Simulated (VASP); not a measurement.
Input of a VASP 6.6.1 run:

The input INCAR:

```
SYSTEM = Cu
ALGO = Normal ; EDIFF = 1E-7
ENCUT = 520 ; GGA = PS
ISIF = 2 ; ISMEAR = -1
LASPH = .True. ; LCHARG = .True.
LELF = .True. ; LREAL = .False.
LVHAR = .True. ; LWAVE = .False.
NBANDS = 12 ; NELM = 60
PREC = Accurate ; SIGMA = 0.13605693000000002
```

The input KPOINTS:

```
k-points
0
Gamma
  16 16 16
  0 0 0
```

Contents of POSCAR:

```
Cu
1.0
    0.0000000000      1.7840672051      1.7840672051
    1.7840672051      0.0000000000      1.7840672051
    1.7840672051      1.7840672051      0.0000000000
Cu
1
Direct
    0.0000000000      0.0000000000      0.0000000000
```

Potentials or basis: VASP PAW PBE potentials, release 64 (Cu).

The run is started by

```sh
$ cat potpaw_PBE.64/Cu/POTCAR > POTCAR
$ mpirun -np 1 vasp_std > vasp.out
```

(1) What does it give for the pressure?

Results:

(1) 0.2 GPa.

Caveat: the PAW data sets were made with another functional, which shifts forces and pressure a little.
